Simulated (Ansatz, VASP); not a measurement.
One calculation of CuI, two programs

Contents of INCAR:

```
SYSTEM = CuI
ALGO = Normal
EDIFF = 1E-7
ENCUT = 520
GGA = PE
ISIF = 2
ISMEAR = 0
LASPH = .True.
LCHARG = .True.
LELF = .True.
LREAL = .False.
LVHAR = .True.
LWAVE = .False.
NBANDS = 16
NELM = 100
PREC = Accurate
SIGMA = 0.05
```

KPOINTS

```
k-points
0
Gamma
  8 8 8
  0 0 0
```

The input POSCAR:

```
CuI
1.0
    0.0000000000      2.9050489712      3.0242025517
    3.0242025517      0.0000000000      3.0242025517
    3.0242025517      2.9050489712      0.0000000000
Cu I
1 1
Direct
    0.7500000000      0.7500000000      0.7500000000
    0.0000000000      0.0000000000      0.0000000000
```

Input for Ansatz:

```yaml
crystal:
  lattice:
    - [0.0, 2.9050489712, 3.0242025517]
    - [3.0242025517, 0.0, 3.0242025517]
    - [3.0242025517, 2.9050489712, 0.0]
  atoms:
    - { symbol: Cu, position: [0.75, 0.75, 0.75] }
    - { symbol: I, position: [0.0, 0.0, 0.0] }
basis:
  ecutwfc: 520.0
kpoints:
  mp_grid: { grid: [8, 8, 8] }
hamiltonian:
  xc: pbe
scf:
  occupations: { method: gaussian, width: 0.05 }
output:
  forces: true
  stress: true
  eigenvalues: true
  write_density: true
  write_potential: true
  elf: true
  volumetric_format: npy
```

Alike in both runs: task single point; functional PBE; k mesh 8 × 8 × 8; occupations gaussian, width 0.05 eV; no spin polarisation.

```csv
,VASP,Ansatz
version,VASP 6.6.1,Ansatz 0.2.0
potentials or method,"VASP PAW PBE potentials, release 64 (Cu, I), cutoff 520 eV","scalar-relativistic, plane waves, PAW"
valence electrons in the cell,18,36
```

VASP gave:

- gap on the k mesh at the Fermi level (eV): 1.23
- least direct gap on the mesh (eV): 1.23
- pressure (GPa): 2.5
- traceless stress, the component that is largest in VASP (GPa): 0.41

Q: Which values does Ansatz return?

A: gap on the k mesh at the Fermi level (eV): 1.21; least direct gap on the mesh (eV): 1.21; pressure (GPa): 2.5; traceless stress, the component that is largest in VASP (GPa): 0.42.

VASP's potentials hold 18 valence electrons a cell and Ansatz's 36, so a difference there can come from the potentials and not from the codes.

Neither program's run includes spin-orbit coupling.
